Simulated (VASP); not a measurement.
Au: relaxation of cell and atoms with PBEsol

The system is Au.

```xyz
2
Lattice="1.4113 -2.5559 0.0000 1.4113 2.5559 0.0000 0.0000 0.0000 4.8932" Properties=species:S:1:pos:R:3 pbc="T T T"
Au    1.4113   -0.8451    1.2233
Au    1.4113    0.8451    3.6699
```

- Program: VASP 6.6.1
- Task: relaxation of cell and atoms
- Functional: PBEsol
- Potentials or basis: VASP PAW PBE potentials, release 64 (Au)
- Cutoff: 600 eV
- k mesh: 16 × 16 × 10
- Occupations: gaussian, width 0.1 eV
- Spin: no spin polarisation
- Dipole correction: no
- Further INCAR settings: ALGO = Normal; EDIFF = 1e-06; IBRION = 2; EDIFFG = -0.005; NSW = 100; ISIF = 3

* Relaxed volume: 17.02 Å³/atom
* Relaxed cell: a = 2.884 Å, b = 2.884 Å, c = 4.799 Å, α = 90.00°, β = 90.00°, γ = 121.48°
* Space group after relaxing (to 0.05 Å): Cmcm (No. 63)
* Energy gained by relaxing: 12.1 meV/atom
* Ionic steps: 30
* Pressure after relaxing: 0.0 GPa
* Band gap on the k mesh: zero (band 11 reaches 13.27 eV, above the bottom of band 12 at 6.70 eV)

The path:
```tsv
step	energy change (eV)	largest force (eV/Å)	pressure (GPa)	volume (Å³)
1	0.0000	0.0081	-5.42	35.30
2	0.0298	0.0239	10.47	32.34
3	-0.0223	0.0157	0.06	34.07
4	-0.0223	0.0158	0.15	34.05
5	-0.0240	0.0118	0.11	34.03
6	-0.0242	0.0094	0.10	34.03
7	-0.0242	0.0091	0.10	34.03
8	-0.0242	0.0083	-0.15	34.07
9	-0.0242	0.0089	-0.05	34.05
10	-0.0242	0.0091	-0.02	34.05
11	-0.0242	0.0084	-0.01	34.05
12	-0.0242	0.0078	-0.02	34.05
13	-0.0242	0.0082	-0.01	34.05
14	-0.0242	0.0064	0.03	34.04
15	-0.0242	0.0056	0.04	34.04
16	-0.0242	0.0044	0.02	34.04
17	-0.0242	0.0043	-0.03	34.05
18	-0.0242	0.0019	-0.15	34.07
19	-0.0242	0.0024	-0.07	34.06
20	-0.0242	0.0048	-0.08	34.05
21	-0.0242	0.0016	-0.05	34.05
22	-0.0242	0.0017	-0.05	34.05
23	-0.0242	0.0026	-0.04	34.05
24	-0.0243	0.0021	-0.03	34.05
25	-0.0243	0.0008	-0.02	34.05
26	-0.0243	0.0006	0.01	34.04
27	-0.0243	0.0000	0.04	34.03
28	-0.0243	0.0004	0.06	34.03
29	-0.0243	0.0007	0.04	34.04
30	-0.0243	0.0011	-0.01	34.05
```

Final structure:
```
Au
1.0
     1.40972   -2.51627    0.00000
     1.40972    2.51627    0.00000
     0.00000    0.00000    4.79923
Au
2
Direct
  0.66380 0.33620 0.25000
  0.33620 0.66380 0.75000
```

Levels at points of the mesh, in eV from the Fermi level:
```
           k point  band 8  band 9  band 10  band 11  band 12  band 13  band 14  band 15
(0.00, 0.00, 0.00)   -3.61   -3.44    -2.15    -2.13    -1.17     2.73    14.52    15.75
(0.50, 0.00, 0.00)   -1.91   -1.81    -1.63     0.43     1.73     5.83     7.33     7.53
(0.50, 0.50, 0.00)   -1.88   -1.86    -1.67     0.31     1.37     5.64     7.12     7.26
(0.00, 0.00, 0.50)   -4.40   -2.66    -2.66    -2.54    -2.54    10.67    10.67    14.87
(0.50, 0.00, 0.50)   -2.42   -1.69    -1.69     0.55     0.55     4.11     4.11    13.33
(0.50, 0.50, 0.50)   -2.34   -1.76    -1.76     0.23     0.23     3.78     3.78    12.99
```

Wall time 23 min on 1 thread of Intel(R) Xeon(R) Platinum 8488C (Sapphire Rapids), on a shared host, peak memory 0.4 GiB.

Caveat: the PAW data sets were made with another functional, which shifts forces and pressure a little; spin-orbit coupling is left out, which moves the levels of the heavy elements.
